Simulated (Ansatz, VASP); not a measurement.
# SiO2 in VASP and in Ansatz

INCAR

```
PREC = Accurate
ENCUT = 520
EDIFF = 1E-7
ISMEAR = -1
SIGMA = 0.03
LREAL = F
LASPH = T
NELM = 60
ALGO = Normal
ISIF = 2
LWAVE = F
LCHARG = F
GGA = PE
NBANDS = 25
```

Contents of KPOINTS:

```
Automatic mesh
0
Gamma
  6 6 9
```

File POSCAR:

```
SiO2
1.0
    4.1801000000      0.0000000000      0.0000000000
    0.0000000000      4.1801000000      0.0000000000
    0.0000000000      0.0000000000      2.6678000000
Si O
2 4
Direct
    0.0000000000      0.0000000000      0.0000000000
    0.5000000000      0.5000000000      0.5000000000
    0.3067000000      0.3067000000      0.0000000000
    0.1933000000      0.8067000000      0.5000000000
    0.6933000000      0.6933000000      0.0000000000
    0.8067000000      0.1933000000      0.5000000000
```

Input for Ansatz:

```yaml
crystal:
  lattice:
    - [4.1801, 0.0, 0.0]
    - [0.0, 4.1801, 0.0]
    - [0.0, 0.0, 2.6678]
  atoms:
    - { symbol: Si, position: [0.0, 0.0, 0.0] }
    - { symbol: Si, position: [0.5, 0.5, 0.5] }
    - { symbol: O, position: [0.3067, 0.3067, 0.0] }
    - { symbol: O, position: [0.1933, 0.8067, 0.5] }
    - { symbol: O, position: [0.6933, 0.6933, 0.0] }
    - { symbol: O, position: [0.8067, 0.1933, 0.5] }
kpoints:
  mp_grid: { grid: [6, 6, 9] }
  band_path:
    path:
      - [0.0, 0.0, 0.0]
      - [0.0, 0.5, 0.0]
      - [0.5, 0.5, 0.0]
      - [0.0, 0.0, 0.0]
      - [0.0, 0.0, 0.5]
      - [0.0, 0.5, 0.5]
      - [0.5, 0.5, 0.5]
      - [0.0, 0.0, 0.5]
      - [0.0, 0.5, 0.0]
    npoints: 14
scf:
  occupations: { method: fermi_dirac, width: 0.03 }
hamiltonian:
  xc: pbe
  pseudopotentials: { kind: all_electron, lapw: { basis_error: 0.001 } }
output:
  forces: true
  stress: true
  eigenvalues: true
  populations: true
  dos: { projected: true, de: 0.2, e_range: [-14, 8] }
```

Alike in both runs: task single point; functional PBE; k mesh 6 × 6 × 9; occupations fermi-dirac, width 0.03 eV; no spin polarisation.

```csv
,VASP,Ansatz
version,VASP 6.6.1,Ansatz 0.2.0
potentials or method,"VASP PAW PBE potentials, release 64 (Si, O), cutoff 520 eV","all-electron LAPW, scalar-relativistic"
```

```csv
,VASP,Ansatz,Ansatz less VASP
gap on the k mesh at the Fermi level (eV),5.61,5.64,+0.025
pressure (GPa),11.0,10.8,-0.21
"traceless stress, the component that is largest in VASP (GPa)",0.87,0.41,-0.453
rms of the force components (eV/Å),0.115,0.105,-0.0099
```

Atom by atom the forces differ by 0.010 eV/Å (rms over components). Ansatz ran all-electron here, and VASP with PAW potentials.
